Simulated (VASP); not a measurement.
The system is KF.

```
CELL_PARAMETERS angstrom
0.00000 2.67350 2.67350
2.67350 0.00000 2.67350
2.67350 2.67350 0.00000
ATOMIC_POSITIONS crystal
K 0.00000 0.00000 0.00000
F 0.50000 0.50000 0.50000
```

Base run:

```yaml
Program: VASP 6.6.1
Functional: PBEsol
Potentials_or_basis: VASP PAW PBE potentials, release 64 (K_sv, F)
Cutoff: 520 eV
k_mesh: 9 × 9 × 9
Occupations: fermi-dirac, width 0.01 eV
Spin: no spin polarisation
```

Its results: band gap on the k mesh 6.02 eV; pressure -0.7 GPa.

The run is repeated on the same cell with these changes: functional from PBEsol to r2SCAN. What comes out?

Band gap on the k mesh 6.82 eV; pressure -0.6 GPa.

Caveats: the PAW data sets were made with another functional, which shifts forces and pressure a little; an odd mesh through Γ misses points on the zone boundary, where band edges can lie.
